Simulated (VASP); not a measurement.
# GaAs (I-4m2) in VASP: single point with HSE06

Aim: the single point of GaAs with HSE06.

Everything below comes from runs of VASP 6.6.1. Logs are shortened: lines on timing, memory, paths and dates and some standing lists are left out, and cuts for length are marked.

### Step 1. The cell of the first run

It takes space group I-4m2 (No. 119, tetragonal). Conventional cell: a = 3.957 Å, b = 3.957 Å, c = 5.725 Å, α = 90.00°, β = 90.00°, γ = 90.00°. Within 3.2 Å of Ga (site symmetry -4m2) lie 4 As at 2.44 Å. Within 3.2 Å of As (site symmetry -4m2) lie 4 Ga at 2.44 Å.

### Step 2. Single point, HSE06 (epitaxial xy strain -1.2%)

POSCAR reads:

```
GaAs
1.0
    0.0000000000      2.7982381481      2.8625222354
    2.7982381481      0.0000000000      2.8625222354
    2.7982381481      2.7982381481      0.0000000000
Ga As
1 1
Direct
    0.0000000000      0.0000000000      0.0000000000
    0.2500000000      0.2500000000      0.2500000000
```

INCAR.step1 reads:

```
  PREC = Accurate
  ENCUT = 520
  EDIFF = 1E-5
  ISMEAR = 0
  SIGMA = 0.01
  LREAL = F
  LASPH = T
  NELM = 100
  ALGO = Normal
  ISIF = 2
  LWAVE = T
  LCHARG = F
  NBANDS = 16
  GGA = PE
```

INCAR.step2 reads:

```
  PREC = Accurate
  ENCUT = 520
  EDIFF = 1E-6
  ISMEAR = 0
  SIGMA = 0.01
  LREAL = F
  LASPH = T
  NELM = 100
  ALGO = Normal
  ISIF = 2
  LWAVE = F
  LCHARG = F
  GGA = PE
  LHFCALC = T
  HFSCREEN = 0.2079
  PRECFOCK = Normal
  NBANDS = 16
  ISTART = 1
```

KPOINTS reads:

```
regular mesh
0
Gamma
  6 6 6
```

Potentials or basis: VASP PAW PBE potentials, release 64 (Ga_d, As).

Launch:

```console
> cat potpaw_PBE.64/Ga_d/POTCAR potpaw_PBE.64/As/POTCAR > POTCAR
> cp INCAR.step1 INCAR
> mpirun -np 1 vasp_std > vasp.out
> cp INCAR.step2 INCAR
> mpirun -np 1 vasp_std > vasp.out
```

OUTCAR:

```text
PREC = Accurate
   ENCUT = 520
   EDIFF = 1E-6
   ISMEAR = 0
   LREAL = F
   LASPH = T
   NELM = 100
   ISIF = 2
   GGA = PE
   LHFCALC = T
   HFSCREEN = 0.2079
   PRECFOCK = Normal
   ISTART = 1

 ion  position               nearest neighbor table
   1  0.000  0.000  0.000-   2 2.44   2 2.44   2 2.44   2 2.44
   2  0.250  0.250  0.250-   1 2.44   1 2.44   1 2.44   1 2.44

  LATTYP: Found a body centered tetragonal cell.
 ALAT       =     3.9573063398
 C/A-ratio  =     1.4467023726

  Lattice vectors:

 A1 = (  -2.7982381481,   0.0000000000,   2.8625222354)
 A2 = (   2.7982381481,   0.0000000000,   2.8625222354)
 A3 = (   0.0000000000,   2.7982381481,  -2.8625222354)

Analysis of symmetry for initial positions (statically):
=====================================================================
 Subroutine PRICEL returns:
 Original cell was already a primitive cell.

 Routine SETGRP: Setting up the symmetry group for a
 body centered tetragonal supercell.

 Subroutine GETGRP returns: Found  8 space group operations
 (whereof  8 operations were pure point group operations)
 out of a pool of 16 trial point group operations.

The static configuration has the point symmetry D_2d.

Analysis of symmetry for dynamics (positions and initial velocities):
=====================================================================
 Subroutine PRICEL returns:
 Original cell was already a primitive cell.

 Routine SETGRP: Setting up the symmetry group for a
 body centered tetragonal supercell.

 Subroutine GETGRP returns: Found  8 space group operations
 (whereof  8 operations were pure point group operations)
 out of a pool of 16 trial point group operations.

The dynamic configuration has the point symmetry D_2d.

 Subroutine INISYM returns: Found  8 space group operations
 (whereof  8 operations are pure point group operations),
 and found     1 'primitive' translations

----------------------------------------------------------------------------------------

                                     Primitive cell

  volume of cell :      44.8279

  direct lattice vectors                    reciprocal lattice vectors
     0.000000000  2.798238148  2.862522235    -0.178683862  0.178683862  0.174671132
     2.798238148  0.000000000  2.862522235     0.178683862 -0.178683862  0.174671132
     2.798238148  2.798238148  0.000000000     0.178683862  0.178683862 -0.174671132
[... 91 lines left out ...]
   ISYM   =      3    0-nonsym 1-usesym 2-fastsym
   POTIM  = 0.5000    time-step for ionic-motion
   TEBEG  =    0.0;   TEEND  =   0.0 temperature during run
   PSTRESS=    0.0 pullay stress
   NELECT =      18.0000    total number of electrons
   NUPDOWN=      -1.0000    fix difference up-down
   EMIN   =  10.00;   EMAX   =-10.00  energy-range for DOS
   EFERMI =   0.00;   METHOD = LEGACY
   ISMEAR =     0;   SIGMA  =   0.01  broadening in eV -4-tet -1-fermi 0-gaus
   EFERMI_NEDOS =   21; number of points for ismear=-14 and -15
   IALGO  =     38    algorithm
   IMIX   =      1    mixing-type and parameters
     AMIX     =   0.40;   BMIX     =  1.00
     AMIX_MAG =   1.60;   BMIX_MAG =  1.00
  volume/ion in A,a.u.               =      22.41       151.26
  Fermi-wavevector in a.u.,A,eV,Ry     =   1.207766  2.282347 19.846813  1.458700
  Thomas-Fermi vector in A             =   2.343394
   LORBIT       =      0    0 simple, 1 ext, 2 COOP (PROOUT), +10 PAW based schemes
   GGA     = PE    functional components
   LHFCALC =     T    Hartree Fock is set to
   PRECFOCK=normal    Normal, Fast or Accurate (Low or Medium for compatibility)
   ENCUT4O =  -1.0   cutoff for four orbital integrals eV
   NKREDX  =     1    reduce k-point grid by
   NKREDY  =     1    reduce k-point grid by
   NKREDZ  =     1    reduce k-point grid by
   AEXX    =    0.2500 exact exchange contribution
   HFSCREEN=    0.2079 screening length (either q_TF or 0.3 A-1)
   HFSCREENC=   0.2079 screening length for correlation (either q_TF or 0.3 A-1)
   ENCUTFOCK=  -1.0 apply spherical cutoff to Coloumb kernel
   IVDW    =     0    specifies the selected vdW correction
   LEPSILON=     F    determine dielectric tensor
   LRPA    =     F    only Hartree local field effects (RPA)
 non-spin polarized calculation
 Gauss-broadening in eV      SIGMA  =   0.01
  energy-cutoff  :      520.00
  volume of cell :       44.83
 maximum number of plane-waves:      1243
 NGX is ok and might be reduce to    30
  NGX = 24; NGY = 24; NGZ = 24

 number of electron      18.0000002 magnetization

 Free energy of the ion-electron system (eV)
  ---------------------------------------------------
  ext. energy  EPLUGINS =         0.00000000
  ---------------------------------------------------
  free energy    TOTEN  =        -9.84013512 eV

  energy without entropy =       -9.84013512  energy(sigma->0) =       -9.84013512

 E-fermi :   3.6926     XC(G=0):  -7.9943

 val. band max:        3.6284689365   @ k =   0.0000   0.0000   0.0000
 cond. band min:       5.0598917113   @ k =   0.0000   0.0000   0.0000
 fundamental gap:      1.4314227748
 Fermi energy:         3.6926351146

 k-point     1 :       0.0000    0.0000    0.0000
  band No.  band energies     occupation
      1     -13.8033      2.00000
      2     -13.7976      2.00000
      3     -13.7976      2.00000
      4     -13.7193      2.00000
      5     -13.7146      2.00000
      6     -10.4396      2.00000
[... 433 lines left out ...]
      3     -13.7606      2.00000
      4     -13.7355      2.00000
      5     -13.7066      2.00000
      6      -7.9284      2.00000
[... 8 lines left out ...]
     15      17.0170      0.00000
     16      17.8790      0.00000

 [... further k-points ...]

------------------------ aborting loop because EDIFF is reached ----------------------------------------

  FORCE on cell =-STRESS in cart. coord.  units (eV):
  Direction    XX          YY          ZZ          XY          YZ          ZX
  --------------------------------------------------------------------------------------
  -------------------------------------------------------------------------------------
  Total        0.5977479      0.5977479      0.1432654      0.0000000      0.0000000     -0.0000000
  in kB       21.3638936     21.3638936      5.1203977      0.0000000      0.0000000     -0.0000000
  external PRESSURE =      15.9493950 kB  Pullay stress =       0.0000000 kB

 VOLUME and BASIS-vectors are now :
 -----------------------------------------------------------------------------
  energy-cutoff  :      520.00
  volume of cell :       44.83
      direct lattice vectors                 reciprocal lattice vectors
     0.000000000  2.798238148  2.862522235    -0.178683862  0.178683862  0.174671132
     2.798238148  0.000000000  2.862522235     0.178683862 -0.178683862  0.174671132
     2.798238148  2.798238148  0.000000000     0.178683862  0.178683862 -0.174671132

 POSITION                                       TOTAL-FORCE (eV/Angst)
 -----------------------------------------------------------------------------------
      0.00000      0.00000      0.00000         0.000000     -0.000000      0.000000
      1.39912      1.39912      1.43126        -0.000000      0.000000     -0.000000
 -----------------------------------------------------------------------------------
    total drift:                                0.000001     -0.000001     -0.000003

  FREE ENERGIE OF THE ION-ELECTRON SYSTEM (eV)
  ---------------------------------------------------
  free  energy   TOTEN  =        -9.8401351220 eV

  energy  without entropy=       -9.8401351220  energy(sigma->0) =       -9.84013512
```

OSZICAR.step1:

```text
N       E                     dE             d eps       ncg     rms          rms(c)
DAV:   1     0.847301484001E+02    0.84730E+02   -0.90430E+03   992   0.155E+03
DAV:   2    -0.170628439086E+01   -0.86436E+02   -0.82279E+02  1080   0.312E+02
DAV:   3    -0.828262961669E+01   -0.65763E+01   -0.65560E+01  1152   0.665E+01
DAV:   4    -0.838061589041E+01   -0.97986E-01   -0.97975E-01  1200   0.905E+00
DAV:   5    -0.838201203819E+01   -0.13961E-02   -0.13961E-02  1216   0.992E-01    0.294E+00
DAV:   6    -0.823527938561E+01    0.14673E+00   -0.21507E-01  1512   0.806E+00    0.178E+00
DAV:   7    -0.821435954789E+01    0.20920E-01   -0.66486E-02  1232   0.187E+00    0.566E-01
DAV:   8    -0.821527069831E+01   -0.91115E-03   -0.10736E-02  1176   0.117E+00    0.113E-01
DAV:   9    -0.821568576714E+01   -0.41507E-03   -0.97645E-04  1200   0.365E-01    0.504E-02
DAV:  10    -0.821575467791E+01   -0.68911E-04   -0.75134E-05  1312   0.916E-02    0.275E-02
DAV:  11    -0.821580646556E+01   -0.51788E-04   -0.71796E-05  1128   0.644E-02    0.300E-03
DAV:  12    -0.821580673951E+01   -0.27395E-06   -0.11500E-06   928   0.158E-02
   1 F= -.82158067E+01 E0= -.82158067E+01  d E =-.386084E-16
```

Run time: 2.4 h. Hardware: 1 thread of Oxide Virtual Turin-like, shared host; peak memory 0.27 GiB.

What came out:

* Free energy: -9.8401 eV
* Pressure: 1.6 GPa
* Band gap on the k mesh: 1.43 eV

Caveat: the cell differs from its parent crystal (epitaxial xy strain -1.2%); the PAW data sets were made with another functional, which shifts forces and pressure a little.
